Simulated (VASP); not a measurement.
Write the native input for VASP 6.6.1 that does the following.

* Task: single point
* Functional: PBEsol
* Potentials or basis: VASP PAW PBE potentials, release 64 (Zn)
* Cutoff: 500 eV
* k mesh: 8 × 8 × 8
* Occupations: gaussian, width 0.1 eV
* Spin: no spin polarisation
* Dipole correction: no
* Further INCAR settings: ALGO = Normal; EDIFF = 1e-06; NBANDS = 12

The structure of Zn lies in POSCAR:

```
Zn
1.0
   -1.5690370000      1.5690370000      1.5690370000
    1.5690370000     -1.5690370000      1.5690370000
    1.5690370000      1.5690370000     -1.5690370000
Zn
1
Direct
    0.0000000000      0.0000000000      0.0000000000
```

The input as run:

INCAR

```
  PREC = Accurate
  ENCUT = 500
  EDIFF = 1E-6
  ISMEAR = 0
  SIGMA = 0.1
  LREAL = False
  LASPH = True
  NELM = 120
  ALGO = Normal
  ISIF = 2
  LWAVE = False
  LCHARG = False
  GGA = PS
  NBANDS = 12
  GGA_COMPAT = False
```

KPOINTS

```
regular mesh
0
Gamma
  8 8 8
```

Potentials or basis: VASP PAW PBE potentials, release 64 (Zn).

Launch:

```bash
$ cat potpaw_PBE.64/Zn/POTCAR > POTCAR
$ mpirun -np 1 vasp_std > vasp.out
```

It gave:

| Property | Result |
| --- | --- |
| Pressure | -5.8 GPa |
| Band gap on the k mesh | zero (band 6 reaches 7.07 eV, above the bottom of band 7 at 1.91 eV) |

Caveat: the PAW data sets were made with another functional, which shifts forces and pressure a little.

It used 5.1 s of CPU time on 1 thread of AMD EPYC 7R13 Processor (Zen 3), on a shared host.
